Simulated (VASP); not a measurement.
# MgO (Imm2) in VASP: further runs

The runs below take MgO through single point, with PBE.

All numbers are computed with VASP 6.6.1; they aren't measurements. Logs are shortened: lines on timing, memory, paths and dates and some standing lists are left out, and cuts for length are marked.

### 1 The cell of the first run

The structure is orthorhombic, space group Imm2 (No. 44). The conventional cell has a = 3.020 Å, b = 4.270 Å, c = 3.020 Å, α = 90.00°, β = 90.00°, γ = 90.00°. Within 2.7 Å of Mg (site symmetry mm2) lie 6 O at 2.07 to 2.20 Å. Within 2.7 Å of O (site symmetry mm2) lie 6 Mg at 2.07 to 2.20 Å.

### 2 Single point, PBE (all O atoms moved +0.087 Å, as atom 2 along Cartesian [1 1 0])

Input file INCAR:

```
SYSTEM = MgO
  PREC = Accurate
  ENCUT = 600
  EDIFF = 1E-6
  ISMEAR = 0
  SIGMA = 0.05
  LREAL = .FALSE.
  LASPH = .TRUE.
  NELM = 120
  ALGO = Normal
  ISIF = 2
  LWAVE = .FALSE.
  LCHARG = .FALSE.
  GGA = PE
  NBANDS = 11
  GGA_COMPAT = .FALSE.
```

Input file KPOINTS:

```
Automatic mesh
0
G
  10 10 10
  0 0 0
```

Input file POSCAR:

```
MgO
1.0
    0.0000000000      2.1351500000      2.1351500000
    2.1351500000      0.0000000000      2.1351500000
    2.1351500000      2.1351500000      0.0000000000
Mg O
1 1
Direct
    0.0000000000      0.0000000000      0.0000000000
    0.5000000000      0.5000000000      0.5289777502
```

Potentials or basis: VASP PAW PBE potentials, release 64 (Mg, O).

Started as:

```bash
$ cat potpaw_PBE.64/Mg/POTCAR potpaw_PBE.64/O/POTCAR > POTCAR
$ mpirun -np 1 vasp_std > vasp.out
```

OUTCAR:

```text
SYSTEM = MgO
   PREC = Accurate
   ENCUT = 600
   EDIFF = 1E-6
   ISMEAR = 0
   LREAL = .FALSE.
   LASPH = .TRUE.
   NELM = 120
   ISIF = 2
   GGA = PE

 ion  position               nearest neighbor table
   1  0.000  0.000  0.000-   2 2.07   2 2.07   2 2.14   2 2.14   2 2.20   2 2.20
   2  0.500  0.500  0.529-   1 2.07   1 2.07   1 2.14   1 2.14   1 2.20   1 2.20

  LATTYP: Found a face centered cubic cell.
 ALAT       =     4.2703000000

  Lattice vectors:

 A1 = (   0.0000000000,   2.1351500000,   2.1351500000)
 A2 = (   2.1351500000,   0.0000000000,   2.1351500000)
 A3 = (   2.1351500000,   2.1351500000,   0.0000000000)

Analysis of symmetry for initial positions (statically):
=====================================================================
 Subroutine PRICEL returns:
 Original cell was already a primitive cell.

 Routine SETGRP: Setting up the symmetry group for a
 face centered cubic supercell.

 Subroutine GETGRP returns: Found  4 space group operations
 (whereof  4 operations were pure point group operations)
 out of a pool of 48 trial point group operations.

The static configuration has the point symmetry C_2v.

Analysis of symmetry for dynamics (positions and initial velocities):
=====================================================================
 Subroutine PRICEL returns:
 Original cell was already a primitive cell.

 Routine SETGRP: Setting up the symmetry group for a
 face centered cubic supercell.

 Subroutine GETGRP returns: Found  4 space group operations
 (whereof  4 operations were pure point group operations)
 out of a pool of 48 trial point group operations.

The dynamic configuration has the point symmetry C_2v.

 Subroutine INISYM returns: Found  4 space group operations
 (whereof  4 operations are pure point group operations),
 and found     1 'primitive' translations

----------------------------------------------------------------------------------------

                                     Primitive cell

  volume of cell :      19.4677

  direct lattice vectors                    reciprocal lattice vectors
     0.000000000  2.135150000  2.135150000    -0.234175585  0.234175585  0.234175585
     2.135150000  0.000000000  2.135150000     0.234175585 -0.234175585  0.234175585
     2.135150000  2.135150000  0.000000000     0.234175585  0.234175585 -0.234175585

  length of vectors
     3.019558088  3.019558088  3.019558088     0.405604011  0.405604011  0.405604011

  position of ions in fractional coordinates (direct lattice)
     0.000000000  0.000000000  0.000000000
     0.500000000  0.500000000  0.528977750

[... 85 lines left out ...]
   TEBEG  =    0.0;   TEEND  =   0.0 temperature during run
   PSTRESS=    0.0 pullay stress
   NELECT =       8.0000    total number of electrons
   NUPDOWN=      -1.0000    fix difference up-down
   EMIN   =  10.00;   EMAX   =-10.00  energy-range for DOS
   EFERMI =   0.00;   METHOD = LEGACY
   ISMEAR =     0;   SIGMA  =   0.05  broadening in eV -4-tet -1-fermi 0-gaus
   EFERMI_NEDOS =   21; number of points for ismear=-14 and -15
   IALGO  =     38    algorithm
   IMIX   =      4    mixing-type and parameters
     AMIX     =   0.40;   BMIX     =  1.00
     AMIX_MAG =   1.60;   BMIX_MAG =  1.00
  volume/ion in A,a.u.               =       9.73        65.69
  Fermi-wavevector in a.u.,A,eV,Ry     =   1.217119  2.300022 20.155386  1.481379
  Thomas-Fermi vector in A             =   2.352450
   LORBIT       =      0    0 simple, 1 ext, 2 COOP (PROOUT), +10 PAW based schemes
   GGA     = PE    functional components
   LHFCALC =     F    Hartree Fock is set to
   AEXX    =    0.0000 exact exchange contribution
   IVDW    =     0    specifies the selected vdW correction
   LEPSILON=     F    determine dielectric tensor
   LRPA    =     F    only Hartree local field effects (RPA)
 non-spin polarized calculation
 Gauss-broadening in eV      SIGMA  =   0.05
  energy-cutoff  :      600.00
  volume of cell :       19.47
 maximum number of plane-waves:       666
   NGX = 13   NGY = 13   NGZ = 13

 number of electron       8.0000000 magnetization

 Free energy of the ion-electron system (eV)
  ---------------------------------------------------
  ext. energy  EPLUGINS =         0.00000000
  ---------------------------------------------------
  free energy    TOTEN  =       -11.89547885 eV

  energy without entropy =      -11.89547885  energy(sigma->0) =      -11.89547885

 E-fermi :   3.1879     XC(G=0): -10.8824

 val. band max:        2.8768181404   @ k =   0.0000   0.0000   0.0000
 cond. band min:       7.2113145655   @ k =   0.0000   0.0000   0.0000
 fundamental gap:      4.3344964251
 Fermi energy:         3.1878989846

 k-point     1 :       0.0000    0.0000    0.0000
  band No.  band energies     occupation
      1     -14.1784      2.00000
      2       2.8642      2.00000
      3       2.8760      2.00000
      4       2.8768      2.00000
      5       7.2113      0.00000
      6      18.4481      0.00000
      7      18.4780      0.00000
      8      18.4926      0.00000
      9      22.2407      0.00000
     10      23.9962      0.00000
     11      24.0038      0.00000
[... 309 lines left out ...]
 k-point    24 :       0.1000    0.0000    0.4000
  band No.  band energies     occupation
      1     -13.1756      2.00000
      2      -0.8894      2.00000
      3       2.1112      2.00000
      4       2.2370      2.00000
      5      10.7839      0.00000
      6      14.6715      0.00000
      7      18.0150      0.00000
      8      19.2084      0.00000
      9      22.4998      0.00000
     10      24.7944      0.00000
     11      25.0167      0.00000

 [... further k-points ...]

------------------------ aborting loop because EDIFF is reached ----------------------------------------

  FORCE on cell =-STRESS in cart. coord.  units (eV):
  Direction    XX          YY          ZZ          XY          YZ          ZX
  --------------------------------------------------------------------------------------
  -------------------------------------------------------------------------------------
  Total       -0.1969137     -0.1969137     -0.3394972     -0.0194224      0.0000000      0.0000000
  in kB      -16.2058311    -16.2058311    -27.9403377     -1.5984464      0.0000000      0.0000000
  external PRESSURE =     -20.1173333 kB  Pullay stress =       0.0000000 kB

 VOLUME and BASIS-vectors are now :
 -----------------------------------------------------------------------------
  energy-cutoff  :      600.00
  volume of cell :       19.47
      direct lattice vectors                 reciprocal lattice vectors
     0.000000000  2.135150000  2.135150000    -0.234175585  0.234175585  0.234175585
     2.135150000  0.000000000  2.135150000     0.234175585 -0.234175585  0.234175585
     2.135150000  2.135150000  0.000000000     0.234175585  0.234175585 -0.234175585

 POSITION                                       TOTAL-FORCE (eV/Angst)
 -----------------------------------------------------------------------------------
      0.00000      0.00000      0.00000         0.282253      0.282253      0.000000
      2.19702      2.19702      2.13515        -0.282253     -0.282253     -0.000000
 -----------------------------------------------------------------------------------
    total drift:                               -0.000126     -0.000126     -0.000000

  FREE ENERGIE OF THE ION-ELECTRON SYSTEM (eV)
  ---------------------------------------------------
  free  energy   TOTEN  =       -11.8954788511 eV

  energy  without entropy=      -11.8954788511  energy(sigma->0) =      -11.89547885
```

stdout:

```text
POSCAR found type information on POSCAR MgO
 POSCAR found :  2 types and       2 ions
 scaLAPACK will be used
 LDA part: xc-table for (Slater+PW92), standard interpolation
 POSCAR, INCAR and KPOINTS ok, starting setup
 FFT: planning ... GRIDC
 FFT: planning ... GRID_SOFT
 FFT: planning ... GRID
 WAVECAR not read
 entering main loop
```

It used 45 s of CPU time on 1 thread of AMD EPYC 7R13 Processor (Zen 3), on a shared host.

Results:

| Property | Result |
| --- | --- |
| Free energy | -11.8955 eV |
| Pressure | -2.0 GPa |
| Largest force | 0.399 eV/Å |
| Band gap on the k mesh | 4.33 eV, direct |

Forces in eV/Å, atoms in the order of the input:
```
Mg   0.282  0.282  0.000
O   -0.282 -0.282  0.000
```

Caveat: the cell differs from its parent crystal (all O atoms moved +0.087 Å, as atom 2 along Cartesian [1 1 0]).

### 3 Single point, PBE (all O atoms moved +0.062 Å, as atom 2 along Cartesian [1 1 0])

Input file INCAR:

```
PREC = Accurate ; ENCUT = 600
EDIFF = 1E-6 ; ISMEAR = 0
SIGMA = 0.05 ; LREAL = False
LASPH = True ; NELM = 120
ALGO = Normal ; ISIF = 2
LWAVE = False ; LCHARG = False
GGA = PE ; NBANDS = 11
GGA_COMPAT = False
```

Input file KPOINTS:

```
Automatic mesh
0
Gamma
  10 10 10
```

Edit POSCAR of step 2 so:

```diff
@@ -9,2 +9,2 @@
     0.0000000000      0.0000000000      0.0000000000
-    0.5000000000      0.5000000000      0.5289777502
+    0.5000000000      0.5000000000      0.5206983930
```

Potentials or basis: VASP PAW PBE potentials, release 64 (Mg, O).

Started as:

```bash
$ cat potpaw_PBE.64/Mg/POTCAR potpaw_PBE.64/O/POTCAR > POTCAR
$ mpirun -np 1 vasp_std > vasp.out
```

It used 37 s of CPU time on 1 thread of AMD EPYC 7R13 Processor (Zen 3) (shared host).

Results (log left out):

```
Free energy            : -11.9040 eV
Pressure               : -2.4 GPa
Largest force          : 0.283 eV/Å
Band gap on the k mesh : 4.34 eV, direct
```

Forces on the atoms (eV/Å):
```
Mg   0.200  0.200  0.000
O   -0.200 -0.200  0.000
```

Stress tensor (GPa, compression positive):
```
-2.16 -0.08  0.00
-0.08 -2.16  0.00
 0.00  0.00 -2.75
```

Levels at points of the mesh, in eV from the valence-band top:
| k point | band 2 | band 3 | band 4 | band 5 | band 6 | band 7 |
| --- | --- | --- | --- | --- | --- | --- |
| (0.00, 0.00, 0.00) | -0.01 | 0.00 | 0.00 | 4.34 | 15.57 | 15.58 |
| (0.50, 0.00, 0.00) | -4.44 | -0.61 | -0.60 | 7.64 | 12.12 | 15.88 |
| (0.00, 0.00, 0.50) | -4.44 | -0.61 | -0.61 | 7.65 | 12.13 | 15.89 |
| (0.50, 0.50, 0.00) | -3.91 | -1.29 | -1.29 | 9.08 | 9.51 | 12.67 |
| (0.00, 0.50, 0.50) | -3.91 | -1.29 | -1.29 | 9.08 | 9.51 | 12.67 |

Caveat: the cell differs from its parent crystal (all O atoms moved +0.062 Å, as atom 2 along Cartesian [1 1 0]).

(Part 1 of 2 ends here.)
